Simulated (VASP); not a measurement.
# Ni (Im-3m) in VASP: further runs, part 3 of 3

VASP 6.6.1. The steps go on from the part before.

## 6. Single point, BLYP, collinear spin, ferromagnetic start (12.83 Å³/atom)

This run uses another cell than the first one, of 12.83 Å³/atom.

INCAR

```
AGGAC = 1.0
AGGAX = 1.0
ALDAC = 0.0
ALDAX = 1.0
ALGO = Normal
EDIFF = 1E-6
ENCUT = 520
GGA = B5
ISIF = 2
ISMEAR = -1
ISPIN = 2
LASPH = T
LCHARG = T
LELF = T
LMAXMIX = 4
LORBIT = 11
LREAL = F
LVHAR = T
LWAVE = F
MAGMOM = -0.58 -0.58
NBANDS = 21
NELM = 150
PREC = Accurate
SIGMA = 0.05
```

KPOINTS

```
k-points
0
Gamma
  12 12 12
```

POSCAR

```
Ni
1.0
    2.9495036265      0.0000000000      0.0000000000
    0.0000000000      2.9495036265      0.0000000000
    0.0000000000      0.0000000000      2.9495036265
Ni
2
Direct
    0.0000000000      0.0000000000      0.0000000000
    0.5000000000      0.5000000000      0.5000000000
```

Potentials or basis: VASP PAW PBE potentials, release 64 (Ni).

Started as:

```bash
cat potpaw_PBE.64/Ni/POTCAR > POTCAR
mpirun -np 1 vasp_std > vasp.out
```

OUTCAR:

```text
EDIFF = 1E-6
   ENCUT = 520
   GGA = B5
   ISIF = 2
   ISMEAR = -1
   ISPIN = 2
   LASPH = T
   LORBIT = 11
   LREAL = F
   NELM = 150
   PREC = Accurate

 ion  position               nearest neighbor table
   1  0.000  0.000  0.000-   2 2.55   2 2.55   2 2.55   2 2.55   2 2.55   2 2.55   2 2.55   2 2.55

   2  0.500  0.500  0.500-   1 2.55   1 2.55   1 2.55   1 2.55   1 2.55   1 2.55   1 2.55   1 2.55

  LATTYP: Found a simple cubic cell.
 ALAT       =     2.9495036265

  Lattice vectors:

 A1 = (   2.9495036265,   0.0000000000,   0.0000000000)
 A2 = (   0.0000000000,   2.9495036265,   0.0000000000)
 A3 = (   0.0000000000,   0.0000000000,   2.9495036265)

Analysis of symmetry for initial positions (statically):
=====================================================================
 Subroutine PRICEL returns following result:

  LATTYP: Found a body centered cubic cell.
 ALAT       =     2.9495036265
[... 12 lines left out ...]
 Subroutine GETGRP returns: Found 48 space group operations
 (whereof 48 operations were pure point group operations)
 out of a pool of 48 trial point group operations.

The static configuration has the point symmetry O_h .

Analysis of symmetry for dynamics (positions and initial velocities):
=====================================================================
 Subroutine PRICEL returns following result:

  LATTYP: Found a body centered cubic cell.
 ALAT       =     2.9495036265
[... 12 lines left out ...]
 Subroutine GETGRP returns: Found 48 space group operations
 (whereof 48 operations were pure point group operations)
 out of a pool of 48 trial point group operations.

The dynamic configuration has the point symmetry O_h .

Analysis of structural, dynamic, and magnetic symmetry:
=====================================================================
 Subroutine PRICEL returns following result:

  LATTYP: Found a body centered cubic cell.
 ALAT       =     2.9495036265
[... 12 lines left out ...]
 Subroutine GETGRP returns: Found 48 space group operations
 (whereof 48 operations were pure point group operations)
 out of a pool of 48 trial point group operations.

The overall configuration has the point symmetry O_h .

 Subroutine INISYM returns: Found 48 space group operations
 (whereof 48 operations are pure point group operations),
 and found     2 'primitive' translations

----------------------------------------------------------------------------------------

                                     Primitive cell

  volume of cell :      12.8297

  direct lattice vectors                    reciprocal lattice vectors
     1.474751813  1.474751813 -1.474751813     0.339040098  0.339040098  0.000000000
    -1.474751813  1.474751813  1.474751813     0.000000000  0.339040098  0.339040098
     1.474751813 -1.474751813  1.474751813     0.339040098  0.000000000  0.339040098

  length of vectors
     2.554345069  2.554345069  2.554345069     0.479475105  0.479475105  0.479475105

  position of ions in fractional coordinates (direct lattice)
     0.000000000  0.000000000  0.000000000

  ion indices of the primitive-cell ions
   primitive index   ion index
                 1           1

----------------------------------------------------------------------------------------

 KPOINTS: k-points

Automatic generation of k-mesh.
 Grid dimensions read from file:
 generate k-points for:   12   12   12

 Generating k-lattice:

  Cartesian coordinates                     Fractional coordinates (reciprocal lattice)
[... 58 lines left out ...]
   ENCUT  =  520.0 eV  38.22 Ry    6.18 a.u.   5.48  5.48  5.48*2*pi/ulx,y,z
   NELM   =    150;   NELMIN=  2; NELMDL= -5     # of ELM steps
   EDIFF  = 0.1E-05   stopping-criterion for ELM
   LREAL  =      F    real-space projection
   EDIFFG = 0.1E-04   stopping-criterion for IOM
   NSW    =      0    number of steps for IOM
   IBRION =     -1    ionic relax: 0-MD 1-quasi-New 2-CG
   NFREE  =      0    steps in history (QN), initial steepest desc. (CG)
   ISIF   =      2    stress and relaxation
   ISYM   =      2    0-nonsym 1-usesym 2-fastsym
   POTIM  = 0.5000    time-step for ionic-motion
   TEBEG  =    0.0;   TEEND  =   0.0 temperature during run
   PSTRESS=    0.0 pullay stress
   NELECT =      20.0000    total number of electrons
   NUPDOWN=      -1.0000    fix difference up-down
   EMIN   =  10.00;   EMAX   =-10.00  energy-range for DOS
   EFERMI =   0.00;   METHOD = LEGACY
   ISMEAR =    -1;   SIGMA  =   0.05  broadening in eV -4-tet -1-fermi 0-gaus
   EFERMI_NEDOS =   21; number of points for ismear=-14 and -15
   IALGO  =     38    algorithm
   IMIX   =      4    mixing-type and parameters
     AMIX     =   0.40;   BMIX     =  1.00
     AMIX_MAG =   1.60;   BMIX_MAG =  1.00
  volume/ion in A,a.u.               =      12.83        86.58
  Fermi-wavevector in a.u.,A,eV,Ry     =   1.506616  2.847091 30.883751  2.269892
  Thomas-Fermi vector in A             =   2.617310
   LORBIT       =     11    0 simple, 1 ext, 2 COOP (PROOUT), +10 PAW based schemes
   GGA     = B5    functional components
   LHFCALC =     F    Hartree Fock is set to
   AEXX    =    0.0000 exact exchange contribution
   IVDW    =     0    specifies the selected vdW correction
   LEPSILON=     F    determine dielectric tensor
   LRPA    =     F    only Hartree local field effects (RPA)
 spin polarized calculation
  energy-cutoff  :      520.00
  volume of cell :       25.66
 maximum number of plane-waves:       739
 NGX is ok and might be reduce to    24
   NGX = 11   NGY = 11   NGZ = 11

 number of electron      19.9999982 magnetization      -1.1368484

 Free energy of the ion-electron system (eV)
  ---------------------------------------------------
  ext. energy  EPLUGINS =         0.00000000
  ---------------------------------------------------
  free energy    TOTEN  =        -8.94520166 eV

  energy without entropy =       -8.91604342  energy(sigma->0) =       -8.93062254

 E-fermi :   7.5713     XC(G=0): -11.7320

 val. band max:        7.5702739864   @ k =   0.5000   0.1667   0.0000
 cond. band min:       7.5725263038   @ k =   0.4167   0.0833   0.0833
 fundamental gap:      0.0022523175
 Fermi energy:         7.5713149501

 spin component 1

 k-point     1 :       0.0000    0.0000    0.0000
  band No.  band energies     occupation
      1      -0.1215      1.00000
      2       4.5906      1.00000
      3       4.5906      1.00000
      4       6.3147      1.00000
      5       6.3147      1.00000
      6       6.3147      1.00000
[... 565 lines left out ...]
     20      32.3005      0.00000
     21      32.5521      0.00000

 [... further k-points ...]

 spin component 2

 k-point     1 :       0.0000    0.0000    0.0000
  band No.  band energies     occupation
      1      -0.1164      1.00000
      2       4.2657      1.00000
      3       4.2657      1.00000
      4       5.6233      1.00000
      5       5.6233      1.00000
      6       5.6233      1.00000
[... 565 lines left out ...]
     20      32.2329      0.00000
     21      32.4475      0.00000

 [... further k-points ...]

------------------------ aborting loop because EDIFF is reached ----------------------------------------

  FORCE on cell =-STRESS in cart. coord.  units (eV):
  Direction    XX          YY          ZZ          XY          YZ          ZX
  --------------------------------------------------------------------------------------
  -------------------------------------------------------------------------------------
  Total       -2.0864476     -2.0864476     -2.0864476     -0.0000000      0.0000000      0.0000000
  in kB     -130.2780505   -130.2780505   -130.2780505     -0.0000000      0.0000000      0.0000000
  external PRESSURE =    -130.2780505 kB  Pullay stress =       0.0000000 kB

 VOLUME and BASIS-vectors are now :
 -----------------------------------------------------------------------------
  energy-cutoff  :      520.00
  volume of cell :       25.66
      direct lattice vectors                 reciprocal lattice vectors
     2.949503626  0.000000000  0.000000000     0.339040098  0.000000000  0.000000000
     0.000000000  2.949503626  0.000000000     0.000000000  0.339040098  0.000000000
     0.000000000  0.000000000  2.949503626     0.000000000  0.000000000  0.339040098

 POSITION                                       TOTAL-FORCE (eV/Angst)
 -----------------------------------------------------------------------------------
      0.00000      0.00000      0.00000        -0.000000     -0.000000     -0.000000
      1.47475      1.47475      1.47475         0.000000      0.000000      0.000000
 -----------------------------------------------------------------------------------
    total drift:                                0.000000      0.000000     -0.000000

  FREE ENERGIE OF THE ION-ELECTRON SYSTEM (eV)
  ---------------------------------------------------
  free  energy   TOTEN  =        -8.9452016595 eV

  energy  without entropy=       -8.9160434214  energy(sigma->0) =       -8.93062254

 total charge

# of ion       s       p       d       tot
------------------------------------------
    1        0.436   0.351   8.335   9.122
    2        0.436   0.351   8.335   9.122
--------------------------------------------------
tot          0.872   0.702  16.670  18.244

 magnetization (x)

# of ion       s       p       d       tot
------------------------------------------
    1        0.006   0.015  -0.606  -0.585
    2        0.006   0.015  -0.606  -0.585
--------------------------------------------------
tot          0.012   0.031  -1.212  -1.169
```

stdout:

```text
POSCAR found type information on POSCAR Ni
 POSCAR found :  1 types and       2 ions
 scaLAPACK will be used
 -----------------------------------------------------------------------------
|                                                                             |
|                                                                             |
|     You enforced a specific xc type in the INCAR file but a different       |
|     I HOPE YOU KNOW WHAT YOU ARE DOING!                                     |
|                                                                             |
 -----------------------------------------------------------------------------

 LDA part: xc-table for (Slater(with rela. corr.)+VWN5), standard interpolation
 POSCAR, INCAR and KPOINTS ok, starting setup
 FFT: planning ... GRIDC
 FFT: planning ... GRID_SOFT
 FFT: planning ... GRID
 WAVECAR not read
 entering main loop
```

Run time: 32 s. Hardware: 1 thread of Intel Xeon 6975P-C (Granite Rapids), shared host; peak memory 0.19 GiB.

Results:

```yaml
Free_energy: -8.9452 eV
Pressure: -13.0 GPa
Net_moment: -1.14 μB per cell
Site_moments: Ni -0.58 μB
Valence_electrons_inside_the_program's_atomic_spheres: Ni 9.12
```

Caveat: the cell stands under tension; the PAW data sets were made with another functional, which shifts forces and pressure a little.

## 7. Relaxation of cell and atoms, BLYP, collinear spin, antiferromagnetic start

This run uses another cell than the first one, of 10.94 Å³/atom.

INCAR

```
SYSTEM = Ni
PREC = Accurate
ENCUT = 600
EDIFF = 1E-6
ISMEAR = -1
SIGMA = 0.05
LREAL = .False.
LASPH = .True.
NELM = 150
ALGO = Normal
ISIF = 3
LWAVE = .False.
LCHARG = .False.
ISPIN = 2
MAGMOM = 0.8 -0.8
LORBIT = 11
LMAXMIX = 4
GGA = B5
ALDAX = 1.0
AGGAX = 1.0
AGGAC = 1.0
ALDAC = 0.0
IBRION = 2
NSW = 80
EDIFFG = -0.01
```

KPOINTS

```
regular mesh
0
Gamma
  11 11 11
  0 0 0
```

POSCAR

```
Ni
1.0
    2.7969054095      0.0000000000      0.0000000000
    0.0000000000      2.7969054095      0.0000000000
    0.0000000000      0.0000000000      2.7969054095
Ni
2
Direct
    0.0000000000      0.0000000000      0.0000000000
    0.5000000000      0.5000000000      0.5000000000
```

Potentials or basis: VASP PAW PBE potentials, release 64 (Ni).

Started as:

```bash
cat potpaw_PBE.64/Ni/POTCAR > POTCAR
mpirun -np 1 vasp_std > vasp.out
```

OUTCAR:

```text
SYSTEM = Ni
   PREC = Accurate
   ENCUT = 600
   EDIFF = 1E-6
   ISMEAR = -1
   LREAL = .False.
   LASPH = .True.
   NELM = 150
   ISIF = 3
   ISPIN = 2
   LORBIT = 11
   GGA = B5
   IBRION = 2
   NSW = 80
   EDIFFG = -0.01

 ion  position               nearest neighbor table
   1  0.000  0.000  0.000-   2 2.42   2 2.42   2 2.42   2 2.42   2 2.42   2 2.42   2 2.42   2 2.42

   2  0.500  0.500  0.500-   1 2.42   1 2.42   1 2.42   1 2.42   1 2.42   1 2.42   1 2.42   1 2.42

  LATTYP: Found a simple cubic cell.
 ALAT       =     2.7969054095

  Lattice vectors:

 A1 = (   2.7969054095,   0.0000000000,   0.0000000000)
 A2 = (   0.0000000000,   2.7969054095,   0.0000000000)
 A3 = (   0.0000000000,   0.0000000000,   2.7969054095)

Analysis of symmetry for initial positions (statically):
=====================================================================
 Subroutine PRICEL returns following result:

  LATTYP: Found a body centered cubic cell.
 ALAT       =     2.7969054095
[... 12 lines left out ...]
 Subroutine GETGRP returns: Found 48 space group operations
 (whereof 48 operations were pure point group operations)
 out of a pool of 48 trial point group operations.

The static configuration has the point symmetry O_h .

Analysis of symmetry for dynamics (positions and initial velocities):
=====================================================================
 Subroutine PRICEL returns following result:

  LATTYP: Found a body centered cubic cell.
 ALAT       =     2.7969054095
[... 12 lines left out ...]
 Subroutine GETGRP returns: Found 48 space group operations
 (whereof 48 operations were pure point group operations)
 out of a pool of 48 trial point group operations.

The dynamic configuration has the point symmetry O_h .

Analysis of structural, dynamic, and magnetic symmetry:
=====================================================================
 Subroutine PRICEL returns following result:

  LATTYP: Found a body centered cubic cell.
 ALAT       =     2.7969054095
[... 12 lines left out ...]
 Subroutine GETGRP returns: Found 48 space group operations
 (whereof 48 operations were pure point group operations)
 out of a pool of 48 trial point group operations.

The overall configuration has the point symmetry O_h .

 Subroutine INISYM returns: Found 48 space group operations
[... 149 lines left out ...]

  FORCE on cell =-STRESS in cart. coord.  units (eV):
  Direction    XX          YY          ZZ          XY          YZ          ZX
  --------------------------------------------------------------------------------------
  -------------------------------------------------------------------------------------
  Total        1.1763056      1.1763056      1.1763056      0.0000000      0.0000000      0.0000000
  in kB       86.1385208     86.1385208     86.1385208      0.0000000      0.0000000      0.0000000
  external PRESSURE =      86.1385208 kB  Pullay stress =       0.0000000 kB
[... 63 lines left out ...]
 number of electron      19.9999996 magnetization       0.0000000

 number of electron      19.9999996 magnetization      -0.0000000

 Free energy of the ion-electron system (eV)
  ---------------------------------------------------
  ext. energy  EPLUGINS =         0.00000000
  ---------------------------------------------------
  free energy    TOTEN  =        -9.02466515 eV

  energy without entropy =       -8.98878089  energy(sigma->0) =       -9.00672302

 E-fermi :   8.9242     XC(G=0): -12.3614

 val. band max:        8.9149418545   @ k =   0.2727   0.0909   0.0000
 cond. band min:       8.9246295970   @ k =   0.1818   0.0000   0.0000
 fundamental gap:      0.0096877425
 Fermi energy:         8.9242073065

 spin component 1

 k-point     1 :       0.0000    0.0000    0.0000
  band No.  band energies     occupation
      1       0.6026      1.00000
      2       5.3045      1.00000
      3       5.3045      1.00000
      4       7.1537      1.00000
      5       7.1537      1.00000
      6       7.1537      1.00000
      7       8.3776      0.99998
      8       8.3776      0.99998
      9       9.0800      0.04250
     10       9.0800      0.04250
     11       9.0800      0.04250
     12      18.5533      0.00000
     13      18.5533      0.00000
     14      18.5533      0.00000
[... 379 lines left out ...]
      3       5.8944      1.00000
      4       6.9674      1.00000
      5       7.0226      1.00000
      6       7.7734      1.00000
      7       7.8379      1.00000
      8       8.0024      1.00000
      9       8.3481      0.99999
     10       8.5210      0.99969
     11       8.9257      0.49229
     12      13.2344      0.00000
     13      19.5500      0.00000
     14      19.8050      0.00000

 [... further k-points ...]

 spin component 2

 k-point     1 :       0.0000    0.0000    0.0000
  band No.  band energies     occupation
      1       0.6026      1.00000
      2       5.3045      1.00000
      3       5.3045      1.00000
      4       7.1537      1.00000
      5       7.1537      1.00000
      6       7.1537      1.00000
      7       8.3776      0.99998
      8       8.3776      0.99998
      9       9.0800      0.04250
     10       9.0800      0.04250
     11       9.0800      0.04250
     12      18.5533      0.00000
     13      18.5533      0.00000
     14      18.5533      0.00000
[... 420 lines left out ...]
  FREE ENERGIE OF THE ION-ELECTRON SYSTEM (eV)
  ---------------------------------------------------
  free  energy   TOTEN  =        -9.0246651548 eV

  energy  without entropy=       -8.9887808905  energy(sigma->0) =       -9.00672302

 reached required accuracy - stopping structural energy minimisation

 total charge

# of ion       s       p       d       tot
------------------------------------------
    1        0.473   0.429   8.374   9.276
    2        0.473   0.429   8.374   9.276
--------------------------------------------------
tot          0.945   0.858  16.748  18.552

 magnetization (x)

# of ion       s       p       d       tot
------------------------------------------
    1        0.000   0.000  -0.000  -0.000
    2       -0.000  -0.000   0.000   0.000
--------------------------------------------------
tot          0.000   0.000   0.000   0.000
```

CONTCAR:

```text
Ni
   1.00000000000000
     2.8405796590417700   -0.0000000000000000    0.0000000000000000
     0.0000000000000000    2.8405796590417700    0.0000000000000000
    -0.0000000000000000    0.0000000000000000    2.8405796590417700
  Ni
     2
Direct
     0.0000000000000000    0.0000000000000000    0.0000000000000000
     0.5000000000000000    0.5000000000000000    0.5000000000000000

  0.00000000E+00  0.00000000E+00  0.00000000E+00
  0.00000000E+00  0.00000000E+00  0.00000000E+00
```

Wall time 44 s (1 thread of Intel Xeon 6975P-C (Granite Rapids), shared host); peak memory 0.16 GiB.

What came out:

```yaml
Free_energy: -9.0247 eV
Relaxed_volume: 11.46 Å³/atom
Relaxed_cell: a = 2.841 Å, b = 2.841 Å, c = 2.841 Å, α = 90.00°, β = 90.00°, γ = 90.00°
Space_group_after_relaxing_to_0.1_Å: Im-3m (No. 229)
Energy_gained_by_relaxing: 13.4 meV/atom
Ionic_steps: 3
Pressure_after_relaxing: -0.1 GPa
Band_gap_on_the_k_mesh: zero (filled and empty bands overlap)
Net_moment: 0.00 μB per cell
Valence_electrons_inside_the_program's_atomic_spheres: Ni 9.28
```

The path:
```
step  energy change (eV)  largest force (eV/Å)  pressure (GPa)  volume (Å³)
   1              0.0000                0.0000            8.61        21.88
   2             -0.0105                0.0000           -5.63        23.80
   3             -0.0268                0.0000           -0.07        22.92
```

Final structure:
```
Ni
1.0
     2.84058    0.00000    0.00000
     0.00000    2.84058    0.00000
     0.00000    0.00000    2.84058
Ni
2
Direct
  0.00000 0.00000 0.00000
  0.50000 0.50000 0.50000
```

Caveat: the moments typed at the start vanished in this run; the PAW data sets were made with another functional, which shifts forces and pressure a little.

## 8. Overview

| task | spin | cell | k mesh | cutoff (eV) | gap on the mesh (eV) | pressure (GPa) | moment (μB) |
| --- | --- | --- | --- | --- | --- | --- | --- |
| single point | collinear, ferromagnetic start | a = 2.802 Å, 2 atoms | 12 × 12 × 12 | 520 | none | 9.0 | 1.02 |
| single point | collinear, ferromagnetic start | a = 2.840 Å, 2 atoms | 12 × 12 × 12 | 520 | none | 1.3 | 1.05 |
| single point | collinear, ferromagnetic start | a = 2.878 Å, 2 atoms | 12 × 12 × 12 | 520 | none | -4.7 | 1.08 |
| single point | collinear, ferromagnetic start | a = 2.914 Å, 2 atoms | 12 × 12 × 12 | 520 | none | -9.3 | 1.10 |
| single point | collinear, ferromagnetic start | a = 2.950 Å, 2 atoms | 12 × 12 × 12 | 520 | none | -13.0 | 1.14 |
| relaxation of cell and atoms | collinear, antiferromagnetic start | relaxed from a = 2.797 Å, 2 atoms | 11 × 11 × 11 | 600 | none | -0.1 | 0.00 |

Alike in all rows: level BLYP; potentials or basis VASP PAW PBE potentials, release 64 (Ni); smearing fermi-dirac 0.05 eV.

Caveats: the PAW data sets were made with another functional, which shifts forces and pressure a little; the cell stands under tension (at least some runs); the cell stands under pressure (at least some runs); the moments typed at the start vanished in this run (at least some runs).

Absolute energies hang on the potentials; compare differences alone.
